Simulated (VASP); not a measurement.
# Pd in VASP: single point with PBEsol

Aim: the single point of Pd with PBEsol.

Program: VASP 6.6.1. These are calculated values, not measurements. Logs are shortened: lines on timing, memory, paths and dates and some standing lists are left out, and cuts for length are marked.

## (1) The cell of the first run

The cell holds a single atom in a box, 1 atom: a = 14.000 Å, b = 14.400 Å, c = 14.800 Å, α = 90.00°, β = 90.00°, γ = 90.00°.

## (2) Single point, PBEsol, collinear spin

Contents of INCAR:

```
ALGO     = Normal         # electronic algorithm
EDIFF    = 1E-6           # SCF threshold, eV
ENCUT    = 400            # plane-wave cutoff, eV
GGA      = PS             # functional
GGA_COMPAT= False        
ISIF     = 2              # what is computed and relaxed
ISMEAR   = -1             # smearing method
ISPIN    = 2              # spin polarisation
ISYM     = 0            
LASPH    = True           # aspherical terms in the spheres
LCHARG   = False          # write CHGCAR
LMAXMIX  = 4              # l up to which the mixer works
LORBIT   = 11             # projections on sites
LREAL    = False          # projectors in reciprocal space
LWAVE    = False          # write WAVECAR
MAGMOM   = 2              # initial moments
NBANDS   = 15             # bands
NELM     = 200            # most SCF steps
PREC     = Accurate       # precision mode
SIGMA    = 0.01           # smearing width, eV
```

Contents of KPOINTS:

```
k-points
0
Gamma
  1 1 1
```

Contents of POSCAR:

```
Pd
1.0
   14.0000000000      0.0000000000      0.0000000000
    0.0000000000     14.4000000000      0.0000000000
    0.0000000000      0.0000000000     14.8000000000
Pd
1
Direct
    0.5000000000      0.5000000000      0.5000000000
```

Potentials or basis: VASP PAW PBE potentials, release 64 (Pd).

The run is started by

```bash
$ cat potpaw_PBE.64/Pd/POTCAR > POTCAR
$ mpirun -np 1 vasp_gam > vasp.out
```

OUTCAR:

```text
EDIFF = 1E-6
   ENCUT = 400
   GGA = PS
   ISIF = 2
   ISMEAR = -1
   ISPIN = 2
   ISYM = 0
   LASPH = True
   LORBIT = 11
   LREAL = False
   NELM = 200
   PREC = Accurate

 ion  position               nearest neighbor table
   1  0.500  0.500  0.500-

IMPORTANT INFORMATION: All symmetrisations will be switched off!
NOSYMM: (Re-)initialisation of all symmetry stuff for point group C_1.

----------------------------------------------------------------------------------------

                                     Primitive cell

  volume of cell :    2983.6800

  direct lattice vectors                    reciprocal lattice vectors
    14.000000000  0.000000000  0.000000000     0.071428571  0.000000000  0.000000000
     0.000000000 14.400000000  0.000000000     0.000000000  0.069444444  0.000000000
     0.000000000  0.000000000 14.800000000     0.000000000  0.000000000  0.067567568

  length of vectors
    14.000000000 14.400000000 14.800000000     0.071428571  0.069444444  0.067567568

  position of ions in fractional coordinates (direct lattice)
     0.500000000  0.500000000  0.500000000

  ion indices of the primitive-cell ions
   primitive index   ion index
                 1           1

----------------------------------------------------------------------------------------

 KPOINTS: k-points

Automatic generation of k-mesh.
 Grid dimensions read from file:
 generate k-points for:    1    1    1

 Generating k-lattice:

  Cartesian coordinates                     Fractional coordinates (reciprocal lattice)
     0.071428571  0.000000000  0.000000000     1.000000000  0.000000000  0.000000000
     0.000000000  0.069444444  0.000000000     0.000000000  1.000000000  0.000000000
     0.000000000  0.000000000  0.067567568     0.000000000  0.000000000  1.000000000

  Length of vectors
     0.071428571  0.069444444  0.067567568

  Shift w.r.t. Gamma in fractional coordinates (k-lattice)
     0.000000000  0.000000000  0.000000000

 Subroutine IBZKPT returns following result:
 ===========================================

 Found      1 irreducible k-points:

 Following reciprocal coordinates:
            Coordinates               Weight
  0.000000  0.000000  0.000000      1.000000
   k-points           NKPTS =      1   k-points in BZ     NKDIM =      1   number of bands    NBANDS=     15
   number of dos      NEDOS =    301   number of ions     NIONS =      1
   total plane-waves  NPLWV = 903168
   dimension x,y,z NGX =    96 NGY =   96 NGZ =   98
   dimension x,y,z NGXF=   192 NGYF=  192 NGZF=  196
   ions per type =               1
   NGX,Y,Z   is equivalent  to a cutoff of  11.40, 11.08, 11.01 a.u.
   NGXF,Y,Z  is equivalent  to a cutoff of  22.80, 22.17, 22.02 a.u.
 SYSTEM =  unknown system
   PREC   = accura    normal or accurate (medium, high low for compatibility)
   ISTART =      0    job   : 0-new  1-cont  2-samecut
   ICHARG =      2    charge: 1-file 2-atom 10-const
   ISPIN  =      2    spin polarized calculation?
   LNONCOLLINEAR =      F non collinear calculations
   LSORBIT =      F    spin-orbit coupling
   LASPH  =      T    aspherical Exc in radial PAW
   ENCUT  =  400.0 eV  29.40 Ry    5.42 a.u.  22.83 23.48 24.14*2*pi/ulx,y,z
   NELM   =    200;   NELMIN=  2; NELMDL= -5     # of ELM steps
   EDIFF  = 0.1E-05   stopping-criterion for ELM
   LREAL  =      F    real-space projection
   EDIFFG = 0.1E-04   stopping-criterion for IOM
   NSW    =      0    number of steps for IOM
   IBRION =     -1    ionic relax: 0-MD 1-quasi-New 2-CG
   NFREE  =      0    steps in history (QN), initial steepest desc. (CG)
   ISIF   =      2    stress and relaxation
   ISYM   =      0    0-nonsym 1-usesym 2-fastsym
   POTIM  = 0.5000    time-step for ionic-motion
   TEBEG  =    0.0;   TEEND  =   0.0 temperature during run
   PSTRESS=    0.0 pullay stress
   NELECT =      10.0000    total number of electrons
   NUPDOWN=      -1.0000    fix difference up-down
   EMIN   =  10.00;   EMAX   =-10.00  energy-range for DOS
   EFERMI =   0.00;   METHOD = LEGACY
   ISMEAR =    -1;   SIGMA  =   0.01  broadening in eV -4-tet -1-fermi 0-gaus
   EFERMI_NEDOS =   21; number of points for ismear=-14 and -15
   IALGO  =     38    algorithm
   IMIX   =      4    mixing-type and parameters
     AMIX     =   0.40;   BMIX     =  1.00
     AMIX_MAG =   1.60;   BMIX_MAG =  1.00
  volume/ion in A,a.u.               =    2983.68     20134.87
  Fermi-wavevector in a.u.,A,eV,Ry     =   0.244995  0.462974  0.816657  0.060023
  Thomas-Fermi vector in A             =   1.055438
   LORBIT       =     11    0 simple, 1 ext, 2 COOP (PROOUT), +10 PAW based schemes
   GGA     = PS    functional components
   LHFCALC =     F    Hartree Fock is set to
   AEXX    =    0.0000 exact exchange contribution
   IVDW    =     0    specifies the selected vdW correction
   LEPSILON=     F    determine dielectric tensor
   LRPA    =     F    only Hartree local field effects (RPA)
 spin polarized calculation
  energy-cutoff  :      400.00
  volume of cell :     2983.68
 maximum number of plane-waves:     27122
 NGX is ok and might be reduce to    90
   NGX = 45   NGY = 47   NGZ = 49

 number of electron      10.0000000 magnetization      -0.0008209

 number of electron      10.0000000 magnetization       0.0000088

 Free energy of the ion-electron system (eV)
  ---------------------------------------------------
  ext. energy  EPLUGINS =         0.00000000
  ---------------------------------------------------
  free energy    TOTEN  =        -1.48835651 eV

  energy without entropy =       -1.48835651  energy(sigma->0) =       -1.48835651

 E-fermi :  -3.7004     XC(G=0):  -0.3014

 val. band max:       -3.9538241492   @ k =   0.0000   0.0000   0.0000
 cond. band min:      -3.2565902326   @ k =   0.0000   0.0000   0.0000
 fundamental gap:      0.6972339165
 Fermi energy:        -3.7004098890

 spin component 1

 k-point     1 :       0.0000    0.0000    0.0000
  band No.  band energies     occupation
      1      -3.9566      1.00000
      2      -3.9564      1.00000
      3      -3.9552      1.00000
      4      -3.9540      1.00000
      5      -3.9538      1.00000
      6      -3.2566      0.00000
      7      -0.1486      0.00000
      8      -0.1449      0.00000
      9      -0.1400      0.00000
     10       0.0184      0.00000
     11       0.6731      0.00000
     12       0.7170      0.00000
     13       0.8217      0.00000
     14       0.8694      0.00000
     15       0.8998      0.00000
 Fermi energy:        -3.7004098890

 spin component 2

 k-point     1 :       0.0000    0.0000    0.0000
  band No.  band energies     occupation
      1      -3.9566      1.00000
      2      -3.9564      1.00000
      3      -3.9553      1.00000
      4      -3.9540      1.00000
      5      -3.9538      1.00000
      6      -3.2566      0.00000
      7      -0.1535      0.00000
      8      -0.1457      0.00000
      9      -0.1373      0.00000
     10       0.0157      0.00000
     11       0.6531      0.00000
     12       0.6903      0.00000
     13       0.8549      0.00000
     14       0.8750      0.00000
     15       0.9081      0.00000

------------------------ aborting loop because EDIFF is reached ----------------------------------------

  FORCE on cell =-STRESS in cart. coord.  units (eV):
  Direction    XX          YY          ZZ          XY          YZ          ZX
  --------------------------------------------------------------------------------------
  -------------------------------------------------------------------------------------
  Total       -0.0597822     -0.0604153     -0.0602544      0.0000011      0.0000001      0.0000009
  in kB       -0.0321019     -0.0324418     -0.0323554      0.0000006      0.0000000      0.0000005
  external PRESSURE =      -0.0322997 kB  Pullay stress =       0.0000000 kB

 VOLUME and BASIS-vectors are now :
 -----------------------------------------------------------------------------
  energy-cutoff  :      400.00
  volume of cell :     2983.68
      direct lattice vectors                 reciprocal lattice vectors
    14.000000000  0.000000000  0.000000000     0.071428571  0.000000000  0.000000000
     0.000000000 14.400000000  0.000000000     0.000000000  0.069444444  0.000000000
     0.000000000  0.000000000 14.800000000     0.000000000  0.000000000  0.067567568

 POSITION                                       TOTAL-FORCE (eV/Angst)
 -----------------------------------------------------------------------------------
      7.00000      7.20000      7.40000         0.000000      0.000000      0.000000
 -----------------------------------------------------------------------------------
    total drift:                                0.000000      0.000000      0.000000

  FREE ENERGIE OF THE ION-ELECTRON SYSTEM (eV)
  ---------------------------------------------------
  free  energy   TOTEN  =        -1.4883565083 eV

  energy  without entropy=       -1.4883565083  energy(sigma->0) =       -1.48835651

 total charge

# of ion       s       p       d       tot
------------------------------------------
    1        0.000   0.000   9.189   9.189

 magnetization (x)

# of ion       s       p       d       tot
------------------------------------------
    1        0.000  -0.000  -0.000  -0.000
```

It took 7.1 min on 1 thread of Intel Xeon Platinum 8488C (Sapphire Rapids), shared host; peak memory 2 GiB.

What came out:

```yaml
Free_energy: -1.4884 eV
Pressure: 0.0 GPa
Band_gap_on_the_k_mesh: 0.70 eV
Net_moment: 0.00 μB per cell
Valence_electrons_inside_the_program's_atomic_spheres: Pd 9.19
```

Caveat: the PAW data sets were made with another functional, which shifts forces and pressure a little.
